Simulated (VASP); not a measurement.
# FePt (P4/mmm) in VASP: further runs, part 2 of 2

VASP 6.6.1. The steps go on from the part before.

**3. Single point, PBEsol, collinear spin, ferromagnetic start**

The input, INCAR:

```
PREC = Accurate ; ENCUT = 520
EDIFF = 1E-6 ; ISMEAR = -1
SIGMA = 0.1 ; LREAL = False
LASPH = True ; NELM = 150
ALGO = Normal ; ISIF = 2
LWAVE = False ; LCHARG = False
ISPIN = 2 ; MAGMOM = 2.9 0.4
LORBIT = 11 ; LMAXMIX = 4
GGA = PS ; NBANDS = 20
```

The input, KPOINTS:

```
Automatic mesh
0
Gamma
  14 14 10
```

The input, POSCAR:

```
FePt
1.0
    2.6879354321      0.0000000000      0.0000000000
    0.0000000000      2.6879354321      0.0000000000
    0.0000000000      0.0000000000      3.7164577630
Fe Pt
1 1
Direct
    0.0000000000      0.0000000000      0.0000000000
    0.5000000000      0.5000000000      0.5000000000
```

Potentials or basis: VASP PAW PBE potentials, release 64 (Fe, Pt).

Launch:

```
cat potpaw_PBE.64/Fe/POTCAR potpaw_PBE.64/Pt/POTCAR > POTCAR
mpirun -np 1 vasp_std > vasp.out
```

OUTCAR:

```text
PREC = Accurate
   ENCUT = 520
   EDIFF = 1E-6
   ISMEAR = -1
   LREAL = False
   LASPH = True
   NELM = 150
   ISIF = 2
   ISPIN = 2
   LORBIT = 11
   GGA = PS

 ion  position               nearest neighbor table
   1  0.000  0.000  0.000-   2 2.66   2 2.66   2 2.66   2 2.66   2 2.66   2 2.66   2 2.66   2 2.66

   2  0.500  0.500  0.500-   1 2.66   1 2.66   1 2.66   1 2.66   1 2.66   1 2.66   1 2.66   1 2.66

  LATTYP: Found a simple tetragonal cell.
 ALAT       =     2.6879354321
 C/A-ratio  =     1.3826439871

  Lattice vectors:

 A1 = (   2.6879354321,   0.0000000000,   0.0000000000)
 A2 = (   0.0000000000,   2.6879354321,   0.0000000000)
 A3 = (   0.0000000000,   0.0000000000,   3.7164577630)

Analysis of symmetry for initial positions (statically):
=====================================================================
 Subroutine PRICEL returns:
 Original cell was already a primitive cell.

 Routine SETGRP: Setting up the symmetry group for a
 simple tetragonal supercell.

 Subroutine GETGRP returns: Found 16 space group operations
 (whereof 16 operations were pure point group operations)
 out of a pool of 16 trial point group operations.

The static configuration has the point symmetry D_4h.

Analysis of symmetry for dynamics (positions and initial velocities):
=====================================================================
 Subroutine PRICEL returns:
 Original cell was already a primitive cell.

 Routine SETGRP: Setting up the symmetry group for a
 simple tetragonal supercell.

 Subroutine GETGRP returns: Found 16 space group operations
 (whereof 16 operations were pure point group operations)
 out of a pool of 16 trial point group operations.

The dynamic configuration has the point symmetry D_4h.

Analysis of structural, dynamic, and magnetic symmetry:
=====================================================================
 Subroutine PRICEL returns:
 Original cell was already a primitive cell.

 Routine SETGRP: Setting up the symmetry group for a
 simple tetragonal supercell.

 Subroutine GETGRP returns: Found 16 space group operations
 (whereof 16 operations were pure point group operations)
 out of a pool of 16 trial point group operations.

The overall configuration has the point symmetry D_4h.

 Subroutine INISYM returns: Found 16 space group operations
 (whereof 16 operations are pure point group operations),
 and found     1 'primitive' translations

----------------------------------------------------------------------------------------

                                     Primitive cell

  volume of cell :      26.8514

  direct lattice vectors                    reciprocal lattice vectors
     2.687935432  0.000000000  0.000000000     0.372032746  0.000000000  0.000000000
     0.000000000  2.687935432  0.000000000     0.000000000  0.372032746  0.000000000
     0.000000000  0.000000000  3.716457763     0.000000000  0.000000000  0.269073420

  length of vectors
     2.687935432  2.687935432  3.716457763     0.372032746  0.372032746  0.269073420

  position of ions in fractional coordinates (direct lattice)
     0.000000000  0.000000000  0.000000000
     0.500000000  0.500000000  0.500000000

  ion indices of the primitive-cell ions
   primitive index   ion index
                 1           1
[... 59 lines left out ...]
   dimension x,y,z NGXF=    40 NGYF=   40 NGZF=   56
   ions per type =               1   1
   NGX,Y,Z   is equivalent  to a cutoff of  12.37, 12.37, 12.53 a.u.
   NGXF,Y,Z  is equivalent  to a cutoff of  24.74, 24.74, 25.05 a.u.
 SYSTEM =  unknown system
   PREC   = accura    normal or accurate (medium, high low for compatibility)
   ISTART =      0    job   : 0-new  1-cont  2-samecut
   ICHARG =      2    charge: 1-file 2-atom 10-const
   ISPIN  =      2    spin polarized calculation?
   LNONCOLLINEAR =      F non collinear calculations
   LSORBIT =      F    spin-orbit coupling
   LASPH  =      T    aspherical Exc in radial PAW
   ENCUT  =  520.0 eV  38.22 Ry    6.18 a.u.   5.00  5.00  6.91*2*pi/ulx,y,z
   NELM   =    150;   NELMIN=  2; NELMDL= -5     # of ELM steps
   EDIFF  = 0.1E-05   stopping-criterion for ELM
   LREAL  =      F    real-space projection
   EDIFFG = 0.1E-04   stopping-criterion for IOM
   NSW    =      0    number of steps for IOM
   IBRION =     -1    ionic relax: 0-MD 1-quasi-New 2-CG
   NFREE  =      0    steps in history (QN), initial steepest desc. (CG)
   ISIF   =      2    stress and relaxation
   ISYM   =      2    0-nonsym 1-usesym 2-fastsym
   POTIM  = 0.5000    time-step for ionic-motion
   TEBEG  =    0.0;   TEEND  =   0.0 temperature during run
   PSTRESS=    0.0 pullay stress
   NELECT =      18.0000    total number of electrons
   NUPDOWN=      -1.0000    fix difference up-down
   EMIN   =  10.00;   EMAX   =-10.00  energy-range for DOS
   EFERMI =   0.00;   METHOD = LEGACY
   ISMEAR =    -1;   SIGMA  =   0.10  broadening in eV -4-tet -1-fermi 0-gaus
   EFERMI_NEDOS =   21; number of points for ismear=-14 and -15
   IALGO  =     38    algorithm
   IMIX   =      4    mixing-type and parameters
     AMIX     =   0.40;   BMIX     =  1.00
     AMIX_MAG =   1.60;   BMIX_MAG =  1.00
  volume/ion in A,a.u.               =      13.43        90.60
  Fermi-wavevector in a.u.,A,eV,Ry     =   1.432771  2.707544 27.930476  2.052832
  Thomas-Fermi vector in A             =   2.552362
   LORBIT       =     11    0 simple, 1 ext, 2 COOP (PROOUT), +10 PAW based schemes
   GGA     = PS    functional components
   LHFCALC =     F    Hartree Fock is set to
   AEXX    =    0.0000 exact exchange contribution
   IVDW    =     0    specifies the selected vdW correction
   LEPSILON=     F    determine dielectric tensor
   LRPA    =     F    only Hartree local field effects (RPA)
 spin polarized calculation
  energy-cutoff  :      520.00
  volume of cell :       26.85
 maximum number of plane-waves:       748
 NGX is ok and might be reduce to    20
   NGX =  9   NGY =  9   NGZ = 13

 number of electron      18.0000011 magnetization       3.2042637

 Free energy of the ion-electron system (eV)
  ---------------------------------------------------
  ext. energy  EPLUGINS =         0.00000000
  ---------------------------------------------------
  free energy    TOTEN  =       -16.31275668 eV

  energy without entropy =      -16.26612197  energy(sigma->0) =      -16.28943933

 E-fermi :   8.9084     XC(G=0): -13.3635

 val. band max:        8.9076689195   @ k =   0.2143   0.2143   0.4000
 cond. band min:       8.9099469458   @ k =   0.4286   0.1429   0.1000
 fundamental gap:      0.0022780263
 Fermi energy:         8.9084298083

 spin component 1

 k-point     1 :       0.0000    0.0000    0.0000
  band No.  band energies     occupation
      1      -0.9810      1.00000
      2       2.3318      1.00000
      3       2.4796      1.00000
      4       5.4430      1.00000
      5       5.4430      1.00000
      6       5.9335      1.00000
[... 541 lines left out ...]
     19      29.8324      0.00000
     20      31.4681      0.00000

 [... further k-points ...]

 spin component 2

 k-point     1 :       0.0000    0.0000    0.0000
  band No.  band energies     occupation
      1      -0.8026      1.00000
      2       2.8378      1.00000
      3       2.8804      1.00000
      4       6.4886      1.00000
      5       6.4886      1.00000
      6       8.0402      0.99983
[... 541 lines left out ...]
     19      30.1331      0.00000
     20      32.0707      0.00000

 [... further k-points ...]
[... 5 lines left out ...]
  --------------------------------------------------------------------------------------
  -------------------------------------------------------------------------------------
  Total       -0.0549233     -0.0549233     -0.0392391      0.0000000      0.0000000      0.0000000
  in kB       -3.2771788     -3.2771788     -2.3413292      0.0000000      0.0000000      0.0000000
  external PRESSURE =      -2.9652289 kB  Pullay stress =       0.0000000 kB

 VOLUME and BASIS-vectors are now :
 -----------------------------------------------------------------------------
  energy-cutoff  :      520.00
  volume of cell :       26.85
      direct lattice vectors                 reciprocal lattice vectors
     2.687935432  0.000000000  0.000000000     0.372032746  0.000000000  0.000000000
     0.000000000  2.687935432  0.000000000     0.000000000  0.372032746  0.000000000
     0.000000000  0.000000000  3.716457763     0.000000000  0.000000000  0.269073420

 POSITION                                       TOTAL-FORCE (eV/Angst)
 -----------------------------------------------------------------------------------
      0.00000      0.00000      0.00000         0.000000      0.000000      0.000000
      1.34397      1.34397      1.85823         0.000000      0.000000      0.000000
 -----------------------------------------------------------------------------------
    total drift:                               -0.000000      0.000000      0.000000

  FREE ENERGIE OF THE ION-ELECTRON SYSTEM (eV)
  ---------------------------------------------------
  free  energy   TOTEN  =       -16.3127566835 eV

  energy  without entropy=      -16.2661219735  energy(sigma->0) =      -16.28943933

 total charge

# of ion       s       p       d       tot
------------------------------------------
    1        0.422   0.477   6.148   7.047
    2        0.723   0.701   8.062   9.486
--------------------------------------------------
tot          1.145   1.179  14.210  16.534

 magnetization (x)

# of ion       s       p       d       tot
------------------------------------------
    1        0.003  -0.005   2.854   2.852
    2       -0.024  -0.064   0.405   0.316
--------------------------------------------------
tot         -0.022  -0.069   3.259   3.168
```

Wall time 1.9 min (1 thread of Intel Xeon Platinum 8488C (Sapphire Rapids), shared host); peak memory 0.29 GiB.

What came out:

```yaml
Free_energy: -16.3128 eV
Pressure: -0.3 GPa
Net_moment: 3.20 μB per cell
Site_moments: Fe +2.85; Pt +0.32 μB
Valence_electrons_inside_the_program's_atomic_spheres: Fe 7.05; Pt 9.49
```

Caveat: the PAW data sets were made with another functional, which shifts forces and pressure a little; spin-orbit coupling is left out, which moves the levels of the heavy elements.
